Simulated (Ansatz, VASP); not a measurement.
# Rh: VASP beside Ansatz

POSCAR

```
Rh
1.0
   -1.5218153477      1.5218153477      1.5218153477
    1.5218153477     -1.5218153477      1.5218153477
    1.5218153477      1.5218153477     -1.5218153477
Rh
1
Direct
    0.0000000000      0.0000000000      0.0000000000
```

File INCAR.step1:

```
ALGO = Normal
EDIFF = 1E-5
ENCUT = 550
GGA = PE
GGA_COMPAT = False
ISMEAR = 0
LASPH = True
LCHARG = False
LREAL = False
LWAVE = True
NBANDS = 14
NELM = 120
PREC = Accurate
SIGMA = 0.05
```

INCAR.step2

```
ALGO = Normal
EDIFF = 1E-6
ENCUT = 550
GGA_COMPAT = False
ISIF = 2
ISMEAR = 0
ISTART = 1
LASPH = True
LCHARG = False
LMIXTAU = True
LREAL = False
LWAVE = False
METAGGA = R2SCAN
NBANDS = 14
NELM = 120
PREC = Accurate
SIGMA = 0.05
```

The input KPOINTS:

```
k-points
0
Gamma
  20 20 20
```

Input for Ansatz:

```yaml
crystal:
  lattice:
    - [-1.5218153477, 1.5218153477, 1.5218153477]
    - [1.5218153477, -1.5218153477, 1.5218153477]
    - [1.5218153477, 1.5218153477, -1.5218153477]
  atoms:
    - { symbol: Rh, position: [0.0, 0.0, 0.0] }
basis:
  ecutwfc: 600
  ecutrho_ratio: 5
kpoints:
  mp_grid: { grid: [20, 20, 20] }
hamiltonian:
  xc: r2scan
scf:
  occupations: { method: gaussian, width: 0.05 }
output:
  forces: true
  stress: true
  eigenvalues: true
```

Alike in both runs: task single point; functional r2SCAN; k mesh 20 × 20 × 20; occupations gaussian, width 0.05 eV; no spin polarisation.

|  | VASP | Ansatz |
| --- | --- | --- |
| version | VASP 6.6.1 | Ansatz 0.2.0 |
| potentials or method | VASP PAW PBE potentials, release 64 (Rh_pv), cutoff 550 eV | scalar-relativistic, plane waves, PAW |
| valence electrons in the cell | 15 | 17 |

|  | VASP | Ansatz | Ansatz less VASP |
| --- | --- | --- | --- |
| pressure (GPa) | 1.2 | 0.0 | -1.29 |

VASP's potentials were made for PBE, not for r2SCAN. VASP's potentials hold 15 valence electrons a cell and Ansatz's 17, so a difference there can come from the potentials and not from the codes.
